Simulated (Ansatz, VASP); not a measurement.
Two plane-wave programs on Ba7O

INCAR

```
PREC = Accurate
ENCUT = 600
EDIFF = 1E-6
ISMEAR = 0
SIGMA = 0.1
LREAL = False
LASPH = True
NELM = 80
ALGO = Normal
ISIF = 3
LWAVE = False
LCHARG = False
GGA = PE
IBRION = 2
NSW = 100
EDIFFG = -0.01
```

Contents of KPOINTS:

```
regular mesh
0
Gamma
  6 6 6
```

File POSCAR:

```
Ba7O
1.0
    0.0000000000      5.9386584558      5.9386584558
    5.9386584558      0.0000000000      5.9386584558
    5.9386584558      5.9386584558      0.0000000000
Ba O
7 1
Direct
    0.5000000000      0.0000000000      0.5000000000
    0.5000000000      0.5000000000      0.0000000000
    0.0000000000      0.5000000000      0.5000000000
    0.5000000000      0.5000000000      0.5000000000
    0.0000000000      0.5000000000      0.0000000000
    0.0000000000      0.0000000000      0.5000000000
    0.5000000000      0.0000000000      0.0000000000
    0.0000000000      0.0000000000      0.0000000000
```

Input for Ansatz:

```yaml
crystal:
  lattice:
    - [0.0, 5.9386584558, 5.9386584558]
    - [5.9386584558, 0.0, 5.9386584558]
    - [5.9386584558, 5.9386584558, 0.0]
  atoms:
    - { symbol: Ba, position: [0.5, 0.0, 0.5] }
    - { symbol: Ba, position: [0.5, 0.5, 0.0] }
    - { symbol: Ba, position: [0.0, 0.5, 0.5] }
    - { symbol: Ba, position: [0.5, 0.5, 0.5] }
    - { symbol: Ba, position: [0.0, 0.5, 0.0] }
    - { symbol: Ba, position: [0.0, 0.0, 0.5] }
    - { symbol: Ba, position: [0.5, 0.0, 0.0] }
    - { symbol: O, position: [0.0, 0.0, 0.0] }
basis:
  ecutwfc: 420
kpoints:
  mp_grid: { grid: [6, 6, 6] }
hamiltonian:
  xc: pbe
scf:
  occupations: { method: gaussian, width: 0.1 }
output:
  forces: true
  stress: true
  eigenvalues: true
relax:
  adjacent_minimum: "off"
  f_tol: 0.01
  max_steps: 80
  cell: { stress_tol: 0.05 }
```

Alike in both runs: task relaxation of cell and atoms; functional PBE; k mesh 6 × 6 × 6; occupations gaussian, width 0.1 eV; no spin polarisation.

```csv
,VASP,Ansatz
version,VASP 6.6.1,Ansatz 0.2.0
potentials or method,"VASP PAW PBE potentials, release 64 (Ba_sv, O), cutoff 600 eV","scalar-relativistic, plane waves, PAW"
valence electrons in the cell,76,76
```

Ansatz gave:

| Item | Value |
| --- | --- |
| gap on the k mesh at the Fermi level, each at its own relaxed structure (eV) | none |
| relaxed volume (Å³/atom) | 52.36 |
| relaxed cell length with the largest relative difference (Å) | 8.399 |

Problem. What did VASP give for the same quantities?

Solution. gap on the k mesh at the Fermi level, each at its own relaxed structure (eV): none; relaxed volume (Å³/atom): 53.30; relaxed cell length with the largest relative difference (Å): 8.448.

A gap of «none» marks a metal or a gap that the smearing closes.

Neither program's run includes spin-orbit coupling.
